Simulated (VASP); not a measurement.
Set up this calculation in VASP 6.6.1, as the native input.

| Item | Value |
| --- | --- |
| Task | single point |
| Functional | r2SCAN |
| Potentials or basis | VASP PAW PBE potentials, release 64 (Ti_sv, C) |
| Cutoff | 520 eV |
| k mesh | 6 × 6 × 6 |
| Occupations | gaussian, width 0.1 eV |
| Spin | no spin polarisation |
| Dipole correction | no |
| Further INCAR settings | ALGO = Normal; EDIFF = 1e-06; NBANDS = 70 |

Ti8C5:

```
Ti C
1.0
     3.06049    1.76697    4.95048
    -3.06049    1.76697    4.95048
     0.00000   -3.53394    4.95048
Ti C
8 5
Cartesian
  -1.5728 0.9081 6.2528
  0.0000 -1.8161 6.2528
  1.5728 0.9081 6.2528
  -1.5728 -0.9081 8.5986
  1.5728 -0.9081 8.5986
  0.0000 1.8161 8.5986
  0.0000 0.0000 3.6267
  0.0000 0.0000 11.2247
  0.0000 -1.7670 2.4752
  1.5302 0.8835 2.4752
  -1.5302 0.8835 2.4752
  0.0000 0.0000 7.4257
  0.0000 0.0000 0.0000
```

The input as run:

POSCAR

```
Ti8C5
1.0
    3.0604855000      1.7669721273      4.9504814817
   -3.0604855000      1.7669721273      4.9504814817
    0.0000000000     -3.5339442546      4.9504814817
Ti C
8 5
Direct
    0.2497241165      0.7636283380      0.2497241165
    0.2497241165      0.2497241165      0.7636283380
    0.7636283380      0.2497241165      0.2497241165
    0.2363716620      0.7502758835      0.7502758835
    0.7502758835      0.2363716620      0.7502758835
    0.7502758835      0.7502758835      0.2363716620
    0.2442004766      0.2442004766      0.2442004766
    0.7557995234      0.7557995234      0.7557995234
    0.0000000000      0.0000000000      0.5000000000
    0.5000000000      0.0000000000      0.0000000000
    0.0000000000      0.5000000000      0.0000000000
    0.5000000000      0.5000000000      0.5000000000
    0.0000000000      0.0000000000      0.0000000000
```

INCAR.step1

```
PREC     = Accurate       # precision mode
ENCUT    = 520            # plane-wave cutoff, eV
ISMEAR   = 0              # smearing method
SIGMA    = 0.1            # smearing width, eV
LREAL    = False          # projectors in reciprocal space
LASPH    = True           # aspherical terms in the spheres
NELM     = 60             # most SCF steps
NBANDS   = 70             # bands
GGA      = PE             # functional
ALGO     = Normal         # electronic algorithm
EDIFF    = 1E-4           # SCF threshold, eV
LWAVE    = True           # write WAVECAR
LCHARG   = False          # write CHGCAR
```

INCAR.step2

```
PREC     = Accurate       # precision mode
ENCUT    = 520            # plane-wave cutoff, eV
EDIFF    = 1E-6           # SCF threshold, eV
ISMEAR   = 0              # smearing method
SIGMA    = 0.1            # smearing width, eV
LREAL    = False          # projectors in reciprocal space
LASPH    = True           # aspherical terms in the spheres
NELM     = 60             # most SCF steps
ALGO     = Normal         # electronic algorithm
ISIF     = 2              # what is computed and relaxed
LWAVE    = False          # write WAVECAR
LCHARG   = False          # write CHGCAR
METAGGA  = R2SCAN         # meta-GGA
LMIXTAU  = True         
NBANDS   = 70             # bands
ISTART   = 1
```

KPOINTS

```
regular mesh
0
Gamma
  6 6 6
```

Potentials or basis: VASP PAW PBE potentials, release 64 (Ti_sv, C).

The run is started by

```console
$ cat potpaw_PBE.64/Ti_sv/POTCAR potpaw_PBE.64/C/POTCAR > POTCAR
$ cp INCAR.step1 INCAR
$ mpirun -np 1 vasp_std > vasp.out
$ cp INCAR.step2 INCAR
$ mpirun -np 1 vasp_std > vasp.out
```

It gave:

```yaml
Pressure: 0.8 GPa
Largest_force: 0.092 eV/Å
Band_gap_on_the_k_mesh: zero (bands 58 and 59 overlap by 0.06 eV)
```

Caveat: the PAW data sets were made with another functional, which shifts forces and pressure a little.

It took 14 min on 1 thread of Intel(R) Xeon(R) 6975P-C (Granite Rapids), with other jobs on the host, peak memory 0.51 GiB.
